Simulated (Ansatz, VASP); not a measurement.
Au in VASP and in Ansatz

File POSCAR:

```
Au
1.0
    0.0000000000      2.0617793868      2.0617793868
    2.0617793868      0.0000000000      2.0617793868
    2.0617793868      2.0617793868      0.0000000000
Au
1
Direct
    0.0000000000      0.0000000000      0.0000000000
```

Contents of INCAR.step1:

```
SYSTEM = Au
  PREC = Accurate
  ENCUT = 440
  EDIFF = 1E-5
  ISMEAR = -1
  SIGMA = 0.05
  LREAL = .FALSE.
  LASPH = .TRUE.
  NELM = 120
  ALGO = Normal
  ISIF = 2
  LWAVE = .TRUE.
  LCHARG = .FALSE.
  NBANDS = 12
  GGA = PE
  GGA_COMPAT = .FALSE.
```

INCAR.step2

```
SYSTEM = Au
  PREC = Accurate
  ENCUT = 440
  EDIFF = 1E-6
  ISMEAR = -1
  SIGMA = 0.05
  LREAL = .FALSE.
  LASPH = .TRUE.
  NELM = 120
  ALGO = Normal
  ISIF = 2
  LWAVE = .FALSE.
  LCHARG = .FALSE.
  METAGGA = R2SCAN
  LHFCALC = .TRUE.
  AEXX = 0.1
  LMIXTAU = .TRUE.
  PRECFOCK = Normal
  NBANDS = 12
  ISTART = 1
  GGA_COMPAT = .FALSE.
```

Contents of KPOINTS:

```
regular mesh
0
G
  6 6 6
  0 0 0
```

Contents of input.yaml:

```yaml
crystal:
  lattice:
    - [0.0, 2.0617793868, 2.0617793868]
    - [2.0617793868, 0.0, 2.0617793868]
    - [2.0617793868, 2.0617793868, 0.0]
  atoms:
    - { symbol: Au, position: [0.0, 0.0, 0.0] }
hamiltonian:
  xc: r2scanh
  pseudopotentials: { kind: paw }
kpoints:
  mp_grid: { grid: [6, 6, 6] }
scf:
  occupations: { method: fermi_dirac, width: 0.05 }
output:
  forces: true
  stress: true
  eigenvalues: true
  write_density: true
  write_potential: true
  elf: true
  volumetric_format: npy
```

Alike in both runs: task single point; functional r2SCANh; k mesh 6 × 6 × 6; occupations fermi-dirac, width 0.05 eV; no spin polarisation.

|  | VASP | Ansatz |
| --- | --- | --- |
| version | VASP 6.6.1 | Ansatz 0.2.0 |
| potentials or method | VASP PAW PBE potentials, release 64 (Au) | Ansatz PAW |
| plane-wave cutoff (eV) | 440 | 500 |
| valence electrons in the cell | 11 | 19 |

Ansatz gave:

| Quantity | Value |
| --- | --- |
| gap on the k mesh at the Fermi level (eV) | none |
| pressure (GPa) | 0.7 |

What did VASP give for the same quantities?

gap on the k mesh at the Fermi level (eV): none; pressure (GPa): 0.9.

VASP's potentials were made for PBE, not for r2SCANh. A gap of «none» marks a metal or a gap that the smearing closes. VASP's potentials hold 11 valence electrons a cell and Ansatz's 19, so a difference there can come from the potentials and not from the codes.

The k mesh is coarse, so the values compare programs but aren't converged. Spin-orbit coupling is off throughout.
